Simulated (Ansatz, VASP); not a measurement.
This is a calculation of ZnS for Ansatz 0.2.0.

File input.yaml:

```yaml
crystal:
  lattice:
    - [3.8480166318, 0.0, 0.0]
    - [-1.9240083159, 3.3324801573, 0.0]
    - [0.0, 0.0, 12.6029163237]
  atoms:
    - { symbol: Zn, position: [0.6666666667, 0.3333333333, 0.75] }
    - { symbol: Zn, position: [0.3333333333, 0.6666666667, 0.25] }
    - { symbol: Zn, position: [0.0, 0.0, 0.5] }
    - { symbol: Zn, position: [0.0, 0.0, 0.0] }
    - { symbol: S, position: [0.6666666667, 0.3333333333, 0.9375] }
    - { symbol: S, position: [0.3333333333, 0.6666666667, 0.4375] }
    - { symbol: S, position: [0.0, 0.0, 0.6875] }
    - { symbol: S, position: [0.0, 0.0, 0.1875] }
hamiltonian:
  xc: pbe
  pseudopotentials: { kind: paw, source: ansatz }
kpoints:
  mp_grid: { grid: [8, 8, 3] }
scf:
  occupations: { method: fermi_dirac, width: 0.05 }
output:
  forces: true
  stress: true
  eigenvalues: true
```

Potentials or basis: Ansatz PAW earlier set.

Command:

```bash
$ ansatz run input.yaml --threads 2 --pin off --max-ram 5120MiB --backend cpu --events-out ev --progress --plain --runs-dir out
```

Q: Set up the same calculation for VASP 6.6.1. Potentials there: VASP PAW PBE potentials, release 64 (Zn, S).

A: As run (the cutoff follows the program's own potentials):

File INCAR:

```
SYSTEM = ZnS
ALGO = Normal ; EDIFF = 1E-6
ENCUT = 520 ; GGA = PE
ISIF = 2 ; ISMEAR = -1
LASPH = .TRUE. ; LCHARG = .FALSE.
LREAL = .FALSE. ; LWAVE = .FALSE.
NBANDS = 46 ; NELM = 60
PREC = Accurate ; SIGMA = 0.05
```

Contents of KPOINTS:

```
k-points
0
G
  8 8 3
  0 0 0
```

Contents of POSCAR:

```
ZnS
1.0
    3.8480166318      0.0000000000      0.0000000000
   -1.9240083159      3.3324801573      0.0000000000
    0.0000000000      0.0000000000     12.6029163237
Zn S
4 4
Direct
    0.6666666667      0.3333333333      0.7500000000
    0.3333333333      0.6666666667      0.2500000000
    0.0000000000      0.0000000000      0.5000000000
    0.0000000000      0.0000000000      0.0000000000
    0.6666666667      0.3333333333      0.9375000000
    0.3333333333      0.6666666667      0.4375000000
    0.0000000000      0.0000000000      0.6875000000
    0.0000000000      0.0000000000      0.1875000000
```

Potentials or basis: VASP PAW PBE potentials, release 64 (Zn, S).

The run is started by

```bash
$ cat potpaw_PBE.64/Zn/POTCAR potpaw_PBE.64/S/POTCAR > POTCAR
$ mpirun -np 1 vasp_std > vasp.out
```

Both were run:

|  | VASP | Ansatz | Ansatz less VASP |
| --- | --- | --- | --- |
| gap on the k mesh at the Fermi level (eV) | 2.04 | 2.04 | -0.001 |
| least direct gap on the mesh (eV) | 2.04 | 2.04 | -0.001 |
| pressure (GPa) | 0.0 | -0.1 | -0.13 |
| traceless stress, the component that is largest in VASP (GPa) | -0.09 | -0.09 | -0.005 |
| rms of the force components (eV/Å) | 0.013 | 0.013 | -0.0002 |

Atom by atom the forces differ by 0.000 eV/Å (rms over components). VASP's potentials hold 72 valence electrons a cell and Ansatz's 104, so a difference there can come from the potentials and not from the codes.

Noted on Ansatz's run: odd divisions of the mesh miss points on the zone boundary, where band edges often lie, so the gap on the mesh can be too wide.
